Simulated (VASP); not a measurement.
Input of a VASP 6.6.1 run:

INCAR

```
SYSTEM = Hg
PREC     = Accurate       ! precision mode
ENCUT    = 520            ! plane-wave cutoff, eV
EDIFF    = 1E-7           ! SCF threshold, eV
ISMEAR   = -1             ! smearing method
SIGMA    = 0.05           ! smearing width, eV
LREAL    = .False.        ! projectors in reciprocal space
LASPH    = .True.         ! aspherical terms in the spheres
NELM     = 60             ! most SCF steps
ALGO     = Normal         ! electronic algorithm
ISIF     = 2              ! what is computed and relaxed
LWAVE    = .False.        ! write WAVECAR
LCHARG   = .True.         ! write CHGCAR
GGA      = PE             ! functional
LELF     = .True.         ! ELF
LVHAR    = .True.       
NBANDS   = 32             ! bands
```

File KPOINTS:

```
Automatic mesh
0
Gamma
  9 9 1
  0 0 0
```

The input POSCAR:

```
Hg
1.0
    3.0292220146      0.0000000000      0.0000000000
    0.2657824250      3.0175396793      0.0000000000
    0.0000000000      0.0000000000     24.1194020613
Hg
4
Direct
    0.6170788520      0.6170788520      0.3109529822
    0.6951314200      0.6951314200      0.4369843274
    0.7731839880      0.7731839880      0.5630156726
    0.8512365560      0.8512365560      0.6890470178
```

Potentials or basis: VASP PAW PBE potentials, release 64 (Hg).

Run with:

```bash
$ cat potpaw_PBE.64/Hg/POTCAR > POTCAR
$ mpirun -np 1 vasp_std > vasp.out
```

Problem. Estimate the band gap on the k mesh.

Solution. Zero (band 24 reaches 0.57 eV, above the bottom of band 25 at -2.02 eV).

Problem. Estimate the largest force.

Solution. 0.183 eV/Å.

Forces in eV/Å, atoms in the order of the input:
```
Hg  -0.014 -0.013 -0.182
Hg   0.010  0.009  0.136
Hg  -0.010 -0.009 -0.136
Hg   0.014  0.013  0.182
```

Caveat: spin-orbit coupling is left out, which moves the levels of the heavy elements.
